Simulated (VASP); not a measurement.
# Zn (P6_3/mmc) in VASP: a series of runs

Zn is run at these levels: r2SCAN; tasks: single point.

Everything below comes from runs of VASP 6.6.1. Logs are shortened: lines on timing, memory, paths and dates and some standing lists are left out, and cuts for length are marked.

## 1. The cell of the first run

It takes space group P6_3/mmc (No. 194, hexagonal). Conventional cell: a = 2.634 Å, b = 2.634 Å, c = 4.899 Å, α = 90.00°, β = 90.00°, γ = 120.00°. Within 3.5 Å of Zn (site symmetry -6m2) lie 12 Zn at 2.63 to 2.88 Å.

## 2. Single point, r2SCAN

The input, POSCAR:

```
Zn
1.0
    2.6339144954      0.0000000000      0.0000000000
   -1.3169572477      2.2810368644      0.0000000000
    0.0000000000      0.0000000000      4.8988836645
Zn
2
Direct
    0.6666666667      0.3333333333      0.7500000000
    0.3333333333      0.6666666667      0.2500000000
```

The input, INCAR.step1:

```
SYSTEM = Zn
PREC = Accurate ; ENCUT = 520
ISMEAR = -1 ; SIGMA = 0.05
LREAL = .False. ; LASPH = .True.
NELM = 60 ; NBANDS = 19
GGA = PE ; ALGO = Normal
EDIFF = 1E-4 ; LWAVE = .True.
LCHARG = .False.
```

The input, INCAR.step2:

```
SYSTEM = Zn
PREC = Accurate ; ENCUT = 520
EDIFF = 1E-7 ; ISMEAR = -1
SIGMA = 0.05 ; LREAL = .False.
LASPH = .True. ; NELM = 60
ALGO = Normal ; ISIF = 2
LWAVE = .False. ; LCHARG = .False.
METAGGA = R2SCAN ; LMIXTAU = .True.
NBANDS = 19 ; ISTART = 1
```

The input, KPOINTS:

```
regular mesh
0
Gamma
  11 11 6
  0 0 0
```

Potentials or basis: VASP PAW PBE potentials, release 64 (Zn).

Command:

```console
$ cat potpaw_PBE.64/Zn/POTCAR > POTCAR
$ cp INCAR.step1 INCAR
$ mpirun -np 1 vasp_std > vasp.out
$ cp INCAR.step2 INCAR
$ mpirun -np 1 vasp_std > vasp.out
```

OUTCAR:

```text
SYSTEM = Zn
   PREC = Accurate
   ENCUT = 520
   EDIFF = 1E-7
   ISMEAR = -1
   LREAL = .False.
   LASPH = .True.
   NELM = 60
   ISIF = 2
   METAGGA = R2SCAN
   ISTART = 1

 ion  position               nearest neighbor table
   1  0.667  0.333  0.750-   2 2.88   2 2.88   2 2.88   2 2.88   2 2.88   2 2.88
   2  0.333  0.667  0.250-   1 2.88   1 2.88   1 2.88   1 2.88   1 2.88   1 2.88

  LATTYP: Found a hexagonal cell.
 ALAT       =     2.6339144954
 C/A-ratio  =     1.8599250936

  Lattice vectors:

 A1 = (   2.6339144954,   0.0000000000,   0.0000000000)
 A2 = (  -1.3169572477,   2.2810368644,   0.0000000000)
 A3 = (   0.0000000000,   0.0000000000,   4.8988836645)

Analysis of symmetry for initial positions (statically):
=====================================================================
 Subroutine PRICEL returns:
 Original cell was already a primitive cell.

 Routine SETGRP: Setting up the symmetry group for a
 hexagonal supercell.

 Subroutine GETGRP returns: Found 24 space group operations
 (whereof 12 operations were pure point group operations)
 out of a pool of 24 trial point group operations.

The static configuration has the point symmetry D_3d.
 The point group associated with its full space group is D_6h.

Analysis of symmetry for dynamics (positions and initial velocities):
=====================================================================
 Subroutine PRICEL returns:
 Original cell was already a primitive cell.

 Routine SETGRP: Setting up the symmetry group for a
 hexagonal supercell.

 Subroutine GETGRP returns: Found 24 space group operations
 (whereof 12 operations were pure point group operations)
 out of a pool of 24 trial point group operations.

The dynamic configuration has the point symmetry D_3d.
 The point group associated with its full space group is D_6h.

 Subroutine INISYM returns: Found 24 space group operations
 (whereof 12 operations are pure point group operations),
 and found     1 'primitive' translations

----------------------------------------------------------------------------------------

                                     Primitive cell

  volume of cell :      29.4328

  direct lattice vectors                    reciprocal lattice vectors
     2.633914495  0.000000000  0.000000000     0.379663046  0.219198562  0.000000000
    -1.316957248  2.281036864  0.000000000     0.000000000  0.438397124  0.000000000
     0.000000000  0.000000000  4.898883664     0.000000000  0.000000000  0.204128138

  length of vectors
     2.633914495  2.633914495  4.898883664     0.438397124  0.438397124  0.204128138

  position of ions in fractional coordinates (direct lattice)
     0.666666667  0.333333333  0.750000000
     0.333333333  0.666666667  0.250000000

  ion indices of the primitive-cell ions
   primitive index   ion index
                 1           1
                 2           2

----------------------------------------------------------------------------------------

 KPOINTS: regular mesh

Automatic generation of k-mesh.
 Grid dimensions read from file:
 generate k-points for:   11   11    6

 Generating k-lattice:

  Cartesian coordinates                     Fractional coordinates (reciprocal lattice)
     0.034514822  0.019927142  0.000000000     0.090909091 -0.000000000  0.000000000
     0.000000000  0.039854284  0.000000000     0.000000000  0.090909091  0.000000000
     0.000000000  0.000000000  0.034021356     0.000000000  0.000000000  0.166666667

  Length of vectors
     0.039854284  0.039854284  0.034021356

  Shift w.r.t. Gamma in fractional coordinates (k-lattice)
     0.000000000  0.000000000  0.000000000

 Subroutine IBZKPT returns following result:
 ===========================================

 Found     64 irreducible k-points:

 Following reciprocal coordinates:
            Coordinates               Weight
  0.000000  0.000000  0.000000      1.000000
  0.090909  0.000000  0.000000      6.000000
  0.181818  0.000000  0.000000      6.000000
  0.272727 -0.000000  0.000000      6.000000
  0.363636  0.000000  0.000000      6.000000
  0.454545  0.000000  0.000000      6.000000
[... 16 lines left out ...]
  0.090909  0.090909  0.166667     12.000000
  0.181818  0.090909  0.166667     24.000000
 [... further k-points ...]
   k-points           NKPTS =     64   k-points in BZ     NKDIM =     64   number of bands    NBANDS=     19
   number of dos      NEDOS =    301   number of ions     NIONS =      2
   total plane-waves  NPLWV =  14400
   dimension x,y,z NGX =    20 NGY =   20 NGZ =   36
   dimension x,y,z NGXF=    40 NGYF=   40 NGZF=   72
   ions per type =               2
   NGX,Y,Z   is equivalent  to a cutoff of  12.62, 12.62, 12.22 a.u.
   NGXF,Y,Z  is equivalent  to a cutoff of  25.25, 25.25, 24.43 a.u.
 SYSTEM =  Zn
   PREC   = accura    normal or accurate (medium, high low for compatibility)
   ISTART =      1    job   : 0-new  1-cont  2-samecut
   ICHARG =      0    charge: 1-file 2-atom 10-const
   ISPIN  =      1    spin polarized calculation?
   LNONCOLLINEAR =      F non collinear calculations
   LSORBIT =      F    spin-orbit coupling
   LASPH  =      T    aspherical Exc in radial PAW
   ENCUT  =  520.0 eV  38.22 Ry    6.18 a.u.   4.90  4.90  9.11*2*pi/ulx,y,z
   NELM   =     60;   NELMIN=  2; NELMDL=  0     # of ELM steps
   EDIFF  = 0.1E-06   stopping-criterion for ELM
   LREAL  =      F    real-space projection
   EDIFFG = 0.1E-05   stopping-criterion for IOM
   NSW    =      0    number of steps for IOM
   IBRION =     -1    ionic relax: 0-MD 1-quasi-New 2-CG
   NFREE  =      0    steps in history (QN), initial steepest desc. (CG)
   ISIF   =      2    stress and relaxation
   ISYM   =      2    0-nonsym 1-usesym 2-fastsym
   POTIM  = 0.5000    time-step for ionic-motion
   TEBEG  =    0.0;   TEEND  =   0.0 temperature during run
   PSTRESS=    0.0 pullay stress
   NELECT =      24.0000    total number of electrons
   NUPDOWN=      -1.0000    fix difference up-down
   EMIN   =  10.00;   EMAX   =-10.00  energy-range for DOS
   EFERMI =   0.00;   METHOD = LEGACY
   ISMEAR =    -1;   SIGMA  =   0.05  broadening in eV -4-tet -1-fermi 0-gaus
   EFERMI_NEDOS =   21; number of points for ismear=-14 and -15
   IALGO  =     38    algorithm
   IMIX   =      4    mixing-type and parameters
     AMIX     =   0.40;   BMIX     =  1.00
     AMIX_MAG =   1.60;   BMIX_MAG =  1.00
  volume/ion in A,a.u.               =      14.72        99.31
  Fermi-wavevector in a.u.,A,eV,Ry     =   1.529449  2.890239 31.826924  2.339213
  Thomas-Fermi vector in A             =   2.637068
   LORBIT       =      0    0 simple, 1 ext, 2 COOP (PROOUT), +10 PAW based schemes
   METAGGA = R2SCAN    functional components
   LHFCALC =     F    Hartree Fock is set to
   AEXX    =    0.0000 exact exchange contribution
   IVDW    =     0    specifies the selected vdW correction
   LEPSILON=     F    determine dielectric tensor
   LRPA    =     F    only Hartree local field effects (RPA)
 non-spin polarized calculation
  energy-cutoff  :      520.00
  volume of cell :       29.43
 maximum number of plane-waves:       806
 NGX is ok and might be reduce to    20
   NGX =  9   NGY =  9   NGZ = 19

 number of electron      24.0000021 magnetization

 Free energy of the ion-electron system (eV)
  ---------------------------------------------------
  ext. energy  EPLUGINS =         0.00000000
  ---------------------------------------------------
  free energy    TOTEN  =       -17.78229384 eV

  energy without entropy =      -17.77824596  energy(sigma->0) =      -17.78026990

 E-fermi :   3.0743     XC(G=0): -12.8278

 val. band max:        3.0189155746   @ k =   0.3636   0.2727   0.3333
 cond. band min:       3.0839911293   @ k =   0.3636   0.2727   0.3333
 fundamental gap:      0.0650755546
 Fermi energy:         3.0742547127

 k-point     1 :       0.0000    0.0000    0.0000
  band No.  band energies     occupation
      1      -7.9194      2.00000
      2      -5.9098      2.00000
      3      -5.1166      2.00000
      4      -4.8547      2.00000
      5      -4.8545      2.00000
      6      -4.8004      2.00000
[... 11 lines left out ...]
     18      23.7412      0.00000
     19      23.7456      0.00000

 k-point     2 :       0.0909    0.0000    0.0000
  band No.  band energies     occupation
      1      -7.6572      2.00000
      2      -5.7965      2.00000
      3      -5.0914      2.00000
      4      -4.8800      2.00000
      5      -4.8273      2.00000
      6      -4.7929      2.00000
[... 11 lines left out ...]
     18      22.2290      0.00000
     19      24.5177      0.00000

 k-point     3 :       0.1818    0.0000    0.0000
  band No.  band energies     occupation
      1      -6.9042      2.00000
      2      -5.5482      2.00000
      3      -5.0578      2.00000
      4      -4.9307      2.00000
      5      -4.8004      2.00000
      6      -4.7785      2.00000
[... 11 lines left out ...]
     18      20.3828      0.00000
     19      20.9327      0.00000

 k-point     4 :       0.2727   -0.0000    0.0000
  band No.  band energies     occupation
      1      -5.9352      2.00000
      2      -5.4623      2.00000
      3      -5.0806      2.00000
      4      -4.9547      2.00000
      5      -4.8541      2.00000
      6      -4.6869      2.00000
[... 11 lines left out ...]
     18      19.4434      0.00000
     19      20.7543      0.00000

 k-point     5 :       0.3636    0.0000    0.0000
  band No.  band energies     occupation
      1      -5.6278      2.00000
      2      -5.5331      2.00000
      3      -5.2930      2.00000
      4      -4.8084      2.00000
      5      -4.8078      2.00000
      6      -4.6656      2.00000
[... 11 lines left out ...]
     18      18.7997      0.00000
     19      20.7514      0.00000
[... 334 lines left out ...]
      2      -5.5434      2.00000
      3      -5.2666      2.00000
      4      -4.9968      2.00000
      5      -4.7123      2.00000
      6      -4.6400      2.00000
[... 11 lines left out ...]
     18      18.7286      0.00000
     19      19.7938      0.00000

 k-point    22 :       0.4545    0.0000    0.1667
  band No.  band energies     occupation
      1      -5.6571      2.00000
      2      -5.6239      2.00000
      3      -5.3519      2.00000
      4      -5.0218      2.00000
      5      -4.6717      2.00000
      6      -4.6400      2.00000
[... 11 lines left out ...]
     18      18.5510      0.00000
     19      19.1494      0.00000

 k-point    23 :       0.0909    0.0909    0.1667
  band No.  band energies     occupation
      1      -6.9771      2.00000
      2      -5.6049      2.00000
      3      -5.0654      2.00000
      4      -4.9301      2.00000
      5      -4.9033      2.00000
      6      -4.6817      2.00000
[... 11 lines left out ...]
     18      20.7083      0.00000
     19      23.7379      0.00000

 k-point    24 :       0.1818    0.0909    0.1667
  band No.  band energies     occupation
      1      -6.0956      2.00000
      2      -5.3751      2.00000
      3      -5.0663      2.00000
      4      -5.0081      2.00000
      5      -4.9639      2.00000
      6      -4.8177      2.00000
[... 11 lines left out ...]
     18      18.8840      0.00000
     19      21.0392      0.00000

 [... further k-points ...]
[... 5 lines left out ...]
  --------------------------------------------------------------------------------------
  -------------------------------------------------------------------------------------
  Total       -0.1426089     -0.1426089     -0.4065978      0.0000000     -0.0000000      0.0000000
  in kB       -7.7629400     -7.7629400    -22.1332172      0.0000000     -0.0000000      0.0000000
  external PRESSURE =     -12.5530324 kB  Pullay stress =       0.0000000 kB

 VOLUME and BASIS-vectors are now :
 -----------------------------------------------------------------------------
  energy-cutoff  :      520.00
  volume of cell :       29.43
      direct lattice vectors                 reciprocal lattice vectors
     2.633914495  0.000000000  0.000000000     0.379663046  0.219198562  0.000000000
    -1.316957248  2.281036864  0.000000000     0.000000000  0.438397124  0.000000000
     0.000000000  0.000000000  4.898883664     0.000000000  0.000000000  0.204128138

 POSITION                                       TOTAL-FORCE (eV/Angst)
 -----------------------------------------------------------------------------------
      1.31696      0.76035      3.67416        -0.000000      0.000000      0.000000
     -0.00000      1.52069      1.22472         0.000000      0.000000      0.000000
 -----------------------------------------------------------------------------------
    total drift:                               -0.000000      0.000000      0.000000

  FREE ENERGIE OF THE ION-ELECTRON SYSTEM (eV)
  ---------------------------------------------------
  free  energy   TOTEN  =       -17.7822938440 eV

  energy  without entropy=      -17.7782459577  energy(sigma->0) =      -17.78026990
```

It took 92 s on 1 thread of Intel Xeon Platinum 8488C (Sapphire Rapids), shared host; peak memory 0.16 GiB.

What came out:

| Item | Value |
| --- | --- |
| Free energy | -17.7823 eV |
| Pressure | -1.3 GPa |
| Band gap on the k mesh | zero (band 12 reaches 4.97 eV, above the bottom of band 13 at 0.09 eV) |

Levels at points of the mesh, in eV from the Fermi level:
| k point | band 8 | band 9 | band 10 | band 11 | band 12 | band 13 | band 14 | band 15 | band 16 | band 17 |
| --- | --- | --- | --- | --- | --- | --- | --- | --- | --- | --- |
| (0.00, 0.00, 0.00) | -7.53 | -7.53 | -7.31 | -7.31 | -3.83 | -2.98 | 14.76 | 18.36 | 19.07 | 19.07 |
| (0.00, 0.00, 0.50) | -7.91 | -7.40 | -7.40 | -7.40 | -7.40 | 5.05 | 5.05 | 20.50 | 20.50 | 20.50 |

Caveat: the PAW data sets were made with another functional, which shifts forces and pressure a little.

## 3. Single point, r2SCAN

This run uses another cell than the first one, of 15.02 Å³/atom, 1.021 times its volume.

The input, POSCAR:

```
Zn
1.0
    2.6520799970      0.0000000000      0.0000000000
   -1.3260399985      2.2967686502      0.0000000000
    0.0000000000      0.0000000000      4.9326701367
Zn
2
Direct
    0.6666666667      0.3333333333      0.7500000000
    0.3333333333      0.6666666667      0.2500000000
```

The input, INCAR.step1:

```
SYSTEM = Zn
PREC = Accurate
ENCUT = 520
ISMEAR = -1
SIGMA = 0.05
LREAL = .FALSE.
LASPH = .TRUE.
NELM = 60
NBANDS = 19
GGA = PE
ALGO = Normal
EDIFF = 1E-4
LWAVE = .TRUE.
LCHARG = .FALSE.
```

The input, INCAR.step2:

```
SYSTEM = Zn
PREC = Accurate
ENCUT = 520
EDIFF = 1E-7
ISMEAR = -1
SIGMA = 0.05
LREAL = .FALSE.
LASPH = .TRUE.
NELM = 60
ALGO = Normal
ISIF = 2
LWAVE = .FALSE.
LCHARG = .FALSE.
METAGGA = R2SCAN
LMIXTAU = .TRUE.
NBANDS = 19
ISTART = 1
```

The input, KPOINTS:

```
regular mesh
0
G
  11 11 6
  0 0 0
```

Potentials or basis: VASP PAW PBE potentials, release 64 (Zn).

Command:

```console
$ cat potpaw_PBE.64/Zn/POTCAR > POTCAR
$ cp INCAR.step1 INCAR
$ mpirun -np 1 vasp_std > vasp.out
$ cp INCAR.step2 INCAR
$ mpirun -np 1 vasp_std > vasp.out
```

Run time: 1.7 min. Hardware: 1 thread of Intel Xeon Platinum 8488C (Sapphire Rapids), shared host; peak memory 0.16 GiB.

The run converged. Its results:

```
Free energy            : -17.7732 eV
Pressure               : -3.0 GPa
Band gap on the k mesh : zero (band 12 reaches 4.80 eV, above the bottom of band 13 at -0.08 eV)
```

Stress tensor (GPa, compression positive):
```
-2.73  0.00  0.00
 0.00 -2.73  0.00
 0.00  0.00 -3.53
```

Levels at points of the mesh, in eV from the Fermi level:
```csv
k point,band 8,band 9,band 10,band 11,band 12,band 13,band 14,band 15,band 16,band 17
"(0.00, 0.00, 0.00)",-7.49,-7.49,-7.28,-7.28,-3.73,-3.01,14.55,18.13,18.78,18.78
"(0.00, 0.00, 0.50)",-7.84,-7.37,-7.37,-7.37,-7.37,4.97,4.97,20.18,20.18,20.18
```

Caveat: the PAW data sets were made with another functional, which shifts forces and pressure a little.
